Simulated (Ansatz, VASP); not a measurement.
**GaN: VASP beside Ansatz**

INCAR

```
SYSTEM = GaN
PREC = Accurate
ENCUT = 600
EDIFF = 1E-7
ISMEAR = -1
SIGMA = 0.05
LREAL = .FALSE.
LASPH = .TRUE.
NELM = 60
ALGO = Normal
ISIF = 3
LWAVE = .FALSE.
LCHARG = .FALSE.
GGA = RE
IBRION = 2
NSW = 80
EDIFFG = -0.005
```

KPOINTS

```
regular mesh
0
G
  10 10 10
  0 0 0
```

The input POSCAR:

```
GaN
1.0
    0.0000000000      2.2535006075      2.2535006075
    2.2535006075      0.0000000000      2.2535006075
    2.2535006075      2.2535006075      0.0000000000
Ga N
1 1
Direct
    0.0000000000      0.0000000000      0.0000000000
    0.2500000000      0.2500000000      0.2500000000
```

Contents of input.yaml:

```yaml
crystal:
  lattice:
    - [0.0, 2.2535006075, 2.2535006075]
    - [2.2535006075, 0.0, 2.2535006075]
    - [2.2535006075, 2.2535006075, 0.0]
  atoms:
    - { symbol: Ga, position: [0.0, 0.0, 0.0] }
    - { symbol: "N", position: [0.25, 0.25, 0.25] }
kpoints:
  mp_grid: { grid: [10, 10, 10] }
scf:
  occupations: { method: fermi_dirac, width: 0.05 }
hamiltonian:
  xc: revpbe
  pseudopotentials: { kind: all_electron, lapw: { basis_error: 0.001 } }
output:
  forces: true
  stress: true
relax:
  f_tol: 0.005
  max_steps: 60
  cell: {}
```

Alike in both runs: task relaxation of cell and atoms; functional revPBE; k mesh 10 × 10 × 10; occupations fermi-dirac, width 0.05 eV; no spin polarisation.

|  | VASP | Ansatz |
| --- | --- | --- |
| version | VASP 6.6.1 | Ansatz 0.2.0 |
| potentials or method | VASP PAW PBE potentials, release 64 (Ga_d, N), cutoff 600 eV | all-electron LAPW, scalar-relativistic |

```csv
,VASP,Ansatz,Ansatz less VASP
relaxed volume (Å³/atom),11.96,11.95,-0.001
relaxed cell length with the largest relative difference (Å),3.234,3.234,-0.0001
```

VASP's potentials were made for PBE, not for revPBE. Ansatz ran all-electron here, and VASP with PAW potentials.
